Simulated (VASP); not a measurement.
A run of VASP 6.6.1 is set up as follows.

The input INCAR:

```
PREC = Accurate
ENCUT = 520
EDIFF = 1E-7
ISMEAR = -1
SIGMA = 0.08
LREAL = F
LASPH = T
NELM = 100
ALGO = Normal
ISIF = 2
LWAVE = F
LCHARG = T
GGA = PS
LELF = T
LVHAR = T
NBANDS = 8
```

File KPOINTS:

```
Automatic mesh
0
Gamma
  18 18 18
```

The input POSCAR:

```
Al
1.0
    0.0000000000      1.5385914522      1.5385914522
    1.5385914522      0.0000000000      1.5385914522
    1.5385914522      1.5385914522      0.0000000000
Al
1
Direct
    0.0000000000      0.0000000000      0.0000000000
```

Potentials or basis: VASP PAW PBE potentials, release 64 (Al).

Run with:

```console
$ cat potpaw_PBE.64/Al/POTCAR > POTCAR
$ mpirun -np 1 vasp_std > vasp.out
```

(1) Estimate the pressure.

Results:

(1) 343.4 GPa.

Caveat: the PAW data sets were made with another functional, which shifts forces and pressure a little.
